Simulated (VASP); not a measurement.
LaYN2, 4 atoms in the cell. Symmetry: P-3m1, No. 164, trigonal system. The conventional cell has a = 3.529 Å, b = 3.529 Å, c = 6.228 Å, α = 90.00°, β = 90.00°, γ = 120.00°. Within 3.5 Å of La (site symmetry -3m) lie 6 N at 2.62 Å and 2 Y at 3.11 Å. Within 3.3 Å of Y (site symmetry -3m) lie 6 N at 2.51 Å and 2 La at 3.11 Å. Within 3.3 Å of N (site symmetry 3m) lie 3 Y at 2.51 Å and 3 La at 2.62 Å. 

```yaml
Program: VASP 6.6.1
Task: relaxation of cell and atoms
Functional: PBE
Potentials_or_basis: VASP PAW PBE potentials, release 64 (La, Y_sv, N)
Cutoff: 600 eV
k_mesh: 12 × 12 × 6
Occupations: gaussian, width 0.01 eV
Spin: no spin polarisation
Dipole_correction: no
Further_INCAR_settings: ALGO = Normal; EDIFF = 1e-06; IBRION = 2; EDIFFG = -0.01; NSW = 100; ISIF = 3
```

Potentials or basis: VASP PAW PBE potentials, release 64 (La, Y_sv, N).

Launch:

```console
$ cat potpaw_PBE.64/La/POTCAR potpaw_PBE.64/Y_sv/POTCAR potpaw_PBE.64/N/POTCAR > POTCAR
$ mpirun -np 1 vasp_std > vasp.out
```

Hardware: 1 thread of Intel(R) Xeon(R) Platinum 8488C (Sapphire Rapids), with other jobs on the host.

Estimate the wall time of this run.

Run time: 3.3 min on 1 thread of Intel(R) Xeon(R) Platinum 8488C (Sapphire Rapids), on a shared host, peak memory 0.38 GiB. Counts: scf iterations 26, k points 100, ion steps 3.
